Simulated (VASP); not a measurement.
# PbS (Fm-3m) in VASP: settings compared, part 3 of 3

VASP 6.6.1. Earlier steps stand in the parts before.

### Step 5. Single point, LDA

The input, INCAR:

```
SYSTEM = PbS
ALGO = Normal ; EDIFF = 1E-6
ENCUT = 520 ; ISIF = 2
ISMEAR = -1 ; LASPH = .TRUE.
LCHARG = .FALSE. ; LREAL = .FALSE.
LWAVE = .FALSE. ; NBANDS = 17
NELM = 60 ; PREC = Accurate
SIGMA = 0.06
```

The input, KPOINTS:

```
k-points
0
G
  8 8 8
  0 0 0
```

The input, POSCAR:

```
PbS
1.0
    0.0000000000      2.9451000000      2.9451000000
    2.9451000000      0.0000000000      2.9451000000
    2.9451000000      2.9451000000      0.0000000000
Pb S
1 1
Direct
    0.0000000000      0.0000000000      0.0000000000
    0.5000000000      0.5000000000      0.5000000000
```

Potentials or basis: VASP PAW LDA potentials, release 64 (Pb_d, S).

Launch:

```sh
$ cat potpaw_LDA.64/Pb_d/POTCAR potpaw_LDA.64/S/POTCAR > POTCAR
$ mpirun -np 1 vasp_std > vasp.out
```

OUTCAR:

```text
SYSTEM = PbS
   EDIFF = 1E-6
   ENCUT = 520
   ISIF = 2
   ISMEAR = -1
   LASPH = .TRUE.
   LREAL = .FALSE.
   NELM = 60
   PREC = Accurate

 ion  position               nearest neighbor table
   1  0.000  0.000  0.000-   2 2.95   2 2.95   2 2.95   2 2.95   2 2.95   2 2.95
   2  0.500  0.500  0.500-   1 2.95   1 2.95   1 2.95   1 2.95   1 2.95   1 2.95

  LATTYP: Found a face centered cubic cell.
 ALAT       =     5.8902000000

  Lattice vectors:

 A1 = (   0.0000000000,   2.9451000000,   2.9451000000)
 A2 = (   2.9451000000,   0.0000000000,   2.9451000000)
 A3 = (   2.9451000000,   2.9451000000,   0.0000000000)

Analysis of symmetry for initial positions (statically):
=====================================================================
 Subroutine PRICEL returns:
 Original cell was already a primitive cell.

 Routine SETGRP: Setting up the symmetry group for a
 face centered cubic supercell.

 Subroutine GETGRP returns: Found 48 space group operations
 (whereof 48 operations were pure point group operations)
 out of a pool of 48 trial point group operations.

The static configuration has the point symmetry O_h .

Analysis of symmetry for dynamics (positions and initial velocities):
=====================================================================
 Subroutine PRICEL returns:
 Original cell was already a primitive cell.

 Routine SETGRP: Setting up the symmetry group for a
 face centered cubic supercell.

 Subroutine GETGRP returns: Found 48 space group operations
 (whereof 48 operations were pure point group operations)
 out of a pool of 48 trial point group operations.

The dynamic configuration has the point symmetry O_h .

 Subroutine INISYM returns: Found 48 space group operations
 (whereof 48 operations are pure point group operations),
 and found     1 'primitive' translations

----------------------------------------------------------------------------------------

                                     Primitive cell

  volume of cell :      51.0893

[... 102 lines left out ...]
   EFERMI =   0.00;   METHOD = LEGACY
   ISMEAR =    -1;   SIGMA  =   0.06  broadening in eV -4-tet -1-fermi 0-gaus
   EFERMI_NEDOS =   21; number of points for ismear=-14 and -15
   IALGO  =     38    algorithm
   IMIX   =      4    mixing-type and parameters
     AMIX     =   0.40;   BMIX     =  1.00
     AMIX_MAG =   1.60;   BMIX_MAG =  1.00
  volume/ion in A,a.u.               =      25.54       172.38
  Fermi-wavevector in a.u.,A,eV,Ry     =   1.197590  2.263117 19.513769  1.434222
  Thomas-Fermi vector in A             =   2.333501
   LORBIT       =      0    0 simple, 1 ext, 2 COOP (PROOUT), +10 PAW based schemes
   GGA     = CA    functional components
   LHFCALC =     F    Hartree Fock is set to
   AEXX    =    0.0000 exact exchange contribution
   IVDW    =     0    specifies the selected vdW correction
   LEPSILON=     F    determine dielectric tensor
   LRPA    =     F    only Hartree local field effects (RPA)
 non-spin polarized calculation
  energy-cutoff  :      520.00
  volume of cell :       51.09
 maximum number of plane-waves:      1387
   NGX = 15   NGY = 15   NGZ = 15

 number of electron      19.9999996 magnetization

 Free energy of the ion-electron system (eV)
  ---------------------------------------------------
  ext. energy  EPLUGINS =         0.00000000
  ---------------------------------------------------
  free energy    TOTEN  =        -9.99541898 eV

  energy without entropy =       -9.99435606  energy(sigma->0) =       -9.99488752

 E-fermi :   5.9666     XC(G=0): -10.1255

 val. band max:        5.9016400174   @ k =   0.5000   0.0000   0.0000
 cond. band min:       6.0314979112   @ k =   0.5000   0.0000   0.0000
 fundamental gap:      0.1298578938
 Fermi energy:         5.9665868822

 k-point     1 :       0.0000    0.0000    0.0000
  band No.  band energies     occupation
      1     -10.9369      2.00000
      2     -10.9369      2.00000
      3     -10.9369      2.00000
      4     -10.9286      2.00000
      5     -10.9286      2.00000
      6      -7.8878      2.00000
[... 457 lines left out ...]
      4     -10.9051      2.00000
      5     -10.8818      2.00000
      6      -6.2956      2.00000
[... 9 lines left out ...]
     16      16.7393      0.00000
     17      16.9589      0.00000

 [... further k-points ...]
[... 5 lines left out ...]
  --------------------------------------------------------------------------------------
  -------------------------------------------------------------------------------------
  Total       -0.4489448     -0.4489448     -0.4489448     -0.0000000      0.0000000     -0.0000000
  in kB      -14.0790525    -14.0790525    -14.0790525     -0.0000000      0.0000000     -0.0000000
  external PRESSURE =     -14.0790525 kB  Pullay stress =       0.0000000 kB

 VOLUME and BASIS-vectors are now :
 -----------------------------------------------------------------------------
  energy-cutoff  :      520.00
  volume of cell :       51.09
      direct lattice vectors                 reciprocal lattice vectors
     0.000000000  2.945100000  2.945100000    -0.169773522  0.169773522  0.169773522
     2.945100000  0.000000000  2.945100000     0.169773522 -0.169773522  0.169773522
     2.945100000  2.945100000  0.000000000     0.169773522  0.169773522 -0.169773522

 POSITION                                       TOTAL-FORCE (eV/Angst)
 -----------------------------------------------------------------------------------
      0.00000      0.00000      0.00000         0.000000      0.000000      0.000000
      2.94510      2.94510      2.94510        -0.000000     -0.000000     -0.000000
 -----------------------------------------------------------------------------------
    total drift:                                0.000000     -0.000000     -0.000000

  FREE ENERGIE OF THE ION-ELECTRON SYSTEM (eV)
  ---------------------------------------------------
  free  energy   TOTEN  =        -9.9954189767 eV

  energy  without entropy=       -9.9943560608  energy(sigma->0) =       -9.99488752
```

OSZICAR:

```text
N       E                     dE             d eps       ncg     rms          rms(c)
DAV:   1     0.157634348096E+03    0.15763E+03   -0.97357E+03   994   0.122E+03
DAV:   2     0.144362332352E+01   -0.15619E+03   -0.15070E+03  1040   0.317E+02
DAV:   3    -0.101457585076E+02   -0.11589E+02   -0.11519E+02  1315   0.909E+01
DAV:   4    -0.104245187401E+02   -0.27876E+00   -0.27859E+00  1242   0.155E+01
DAV:   5    -0.104346744838E+02   -0.10156E-01   -0.10155E-01  1463   0.278E+00    0.462E+00
DAV:   6    -0.100067547648E+02    0.42792E+00   -0.12582E+00  1557   0.777E+00    0.327E+00
DAV:   7    -0.999922619695E+01    0.75286E-02   -0.10026E-01  1158   0.161E+00    0.178E+00
DAV:   8    -0.999571076638E+01    0.35154E-02   -0.10273E-02  1255   0.101E+00    0.159E-01
DAV:   9    -0.999539981309E+01    0.31095E-03   -0.19252E-03  1502   0.346E-01    0.739E-02
DAV:  10    -0.999542302186E+01   -0.23209E-04   -0.12728E-04  1134   0.724E-02    0.431E-02
DAV:  11    -0.999541913099E+01    0.38909E-05   -0.16247E-05  1366   0.443E-02    0.111E-02
DAV:  12    -0.999541897673E+01    0.15426E-06   -0.76692E-07   718   0.126E-02
   1 F= -.99954190E+01 E0= -.99948875E+01  d E =-.106292E-02
```

Wall time 7.6 s (1 thread of Intel Xeon 6975P-C (Granite Rapids), shared host); peak memory 0.16 GiB.

Results:

| Property | Result |
| --- | --- |
| Free energy | -9.9954 eV |
| Pressure | -1.4 GPa |
| Band gap on the k mesh | 0.13 eV, direct |

Levels at points of the mesh, in eV from the valence-band top:
| k point | band 6 | band 7 | band 8 | band 9 | band 10 | band 11 | band 12 | band 13 | band 14 | band 15 |
| --- | --- | --- | --- | --- | --- | --- | --- | --- | --- | --- |
| (0.00, 0.00, 0.00) | -13.79 | -6.07 | -2.29 | -2.29 | -2.29 | 5.11 | 5.11 | 5.11 | 6.57 | 6.57 |
| (0.50, 0.00, 0.00) | -12.45 | -9.08 | -1.87 | -1.87 | 0.00 | 0.13 | 1.76 | 1.76 | 8.48 | 10.03 |
| (0.50, 0.50, 0.00) | -11.97 | -7.34 | -5.47 | -3.63 | -3.63 | 3.61 | 5.51 | 5.62 | 5.62 | 11.18 |

Caveat: spin-orbit coupling is left out, which moves the levels of the heavy elements. A k mesh can miss the band edges.

### Step 6. Single point, PBEsol

The input, INCAR:

```
SYSTEM = PbS
ALGO = Normal
EDIFF = 1E-7
ENCUT = 520
GGA = PS
ISIF = 2
ISMEAR = -1
LASPH = .TRUE.
LCHARG = .FALSE.
LREAL = .FALSE.
LWAVE = .FALSE.
NBANDS = 17
NELM = 60
PREC = Accurate
SIGMA = 0.06
```

KPOINTS is that of step 5.

POSCAR is that of step 5.

Potentials or basis: VASP PAW PBE potentials, release 64 (Pb_d, S).

Launch:

```sh
$ cat potpaw_PBE.64/Pb_d/POTCAR potpaw_PBE.64/S/POTCAR > POTCAR
$ mpirun -np 1 vasp_std > vasp.out
```

Wall time 9.5 s (1 thread of Intel Xeon 6975P-C (Granite Rapids), shared host); peak memory 0.18 GiB.

The run converged. Its results:

```
Free energy            : -9.4574 eV
Pressure               : 0.3 GPa
Band gap on the k mesh : 0.18 eV, direct
```

Levels at points of the mesh, in eV from the valence-band top:
| k point | band 6 | band 7 | band 8 | band 9 | band 10 | band 11 | band 12 | band 13 | band 14 | band 15 |
| --- | --- | --- | --- | --- | --- | --- | --- | --- | --- | --- |
| (0.00, 0.00, 0.00) | -13.82 | -6.04 | -2.30 | -2.30 | -2.30 | 5.20 | 5.20 | 5.20 | 6.57 | 6.57 |
| (0.50, 0.00, 0.00) | -12.50 | -9.05 | -1.89 | -1.89 | 0.00 | 0.18 | 1.82 | 1.82 | 8.49 | 10.03 |
| (0.50, 0.50, 0.00) | -12.02 | -7.30 | -5.46 | -3.63 | -3.63 | 3.61 | 5.57 | 5.70 | 5.70 | 11.17 |

Caveat: the PAW data sets were made with another functional, which shifts forces and pressure a little; spin-orbit coupling is left out, which moves the levels of the heavy elements. A k mesh can miss the band edges.

### Step 7. Overview

```tsv
level	potentials or basis	gap on the mesh (eV)	pressure (GPa)
LDA	VASP PAW LDA potentials, release 64 (Pb_d, S)	0.13	-1.4
PBE	VASP PAW PBE potentials, release 64 (Pb_d, S)	0.28	3.5
PBEsol	VASP PAW PBE potentials, release 64 (Pb_d, S)	0.18	0.3
```

Alike in all rows: task single point; no spin polarisation; cell as given; k mesh 8 × 8 × 8; cutoff (eV) 520; smearing fermi-dirac 0.06 eV.

Caveats: spin-orbit coupling is left out, which moves the levels of the heavy elements; the PAW data sets were made with another functional, which shifts forces and pressure a little (some runs).

Absolute energies hang on the potentials; compare differences alone.
